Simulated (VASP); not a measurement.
Set up this calculation in VASP 6.6.1, as the native input.

- Task: single point
- Functional: PBE
- Potentials or basis: VASP PAW PBE potentials, release 64 (Ba_sv, Ti_sv, O)
- Cutoff: 520 eV
- k mesh: 8 × 8 × 6
- Occupations: gaussian, width 0.02 eV
- Spin: no spin polarisation
- Dipole correction: no
- Further INCAR settings: ALGO = Normal; EDIFF = 1e-06; NBANDS = 28

The structure of BaTiO3 lies in POSCAR:

```
BaTiO3
1.0
    3.8658863023      0.0000000000      0.0000000000
    0.0000000000      3.8658863023      0.0000000000
    0.0000000000      0.0000000000      4.0744681718
Ba Ti O
1 1 3
Direct
    0.5000000000      0.5000000000      0.5826788782
    0.0000000000      0.0000000000      0.0996447156
    0.0000000000      0.5000000000      0.0620056180
    0.5000000000      0.0000000000      0.0620056180
    0.0000000000      0.0000000000      0.5536621602
```

This cell differs from its parent crystal: equal strain along all axes, cell held: -3.0 %, then relaxed in part.

The input as run:

INCAR

```
ALGO     = Normal         # electronic algorithm
EDIFF    = 1E-6           # SCF threshold, eV
ENCUT    = 520            # plane-wave cutoff, eV
GGA      = PE             # functional
ISIF     = 2              # what is computed and relaxed
ISMEAR   = 0              # smearing method
LASPH    = T              # aspherical terms in the spheres
LCHARG   = T              # write CHGCAR
LELF     = T              # ELF
LREAL    = F              # projectors in reciprocal space
LVHAR    = T            
LWAVE    = F              # write WAVECAR
NBANDS   = 28             # bands
NELM     = 80             # most SCF steps
PREC     = Accurate       # precision mode
SIGMA    = 0.02           # smearing width, eV
```

KPOINTS

```
k-points
0
Gamma
  8 8 6
```

Potentials or basis: VASP PAW PBE potentials, release 64 (Ba_sv, Ti_sv, O).

Launch:

```console
$ cat potpaw_PBE.64/Ba_sv/POTCAR potpaw_PBE.64/Ti_sv/POTCAR potpaw_PBE.64/O/POTCAR > POTCAR
$ mpirun -np 1 vasp_std > vasp.out
```

Results of the run:

```yaml
Pressure: 16.8 GPa
Largest_force: 0.045 eV/Å
Band_gap_on_the_k_mesh: 1.89 eV, indirect (least direct gap 2.35 eV)
```

Caveat: the cell differs from its parent crystal (equal strain along all axes, cell held: -3.0 %, then relaxed in part); spin-orbit coupling is left out, which moves the levels of the heavy elements.

It took 2.6 min on 1 thread of Intel Xeon 8259CL, on a shared host, peak memory 0.24 GiB.
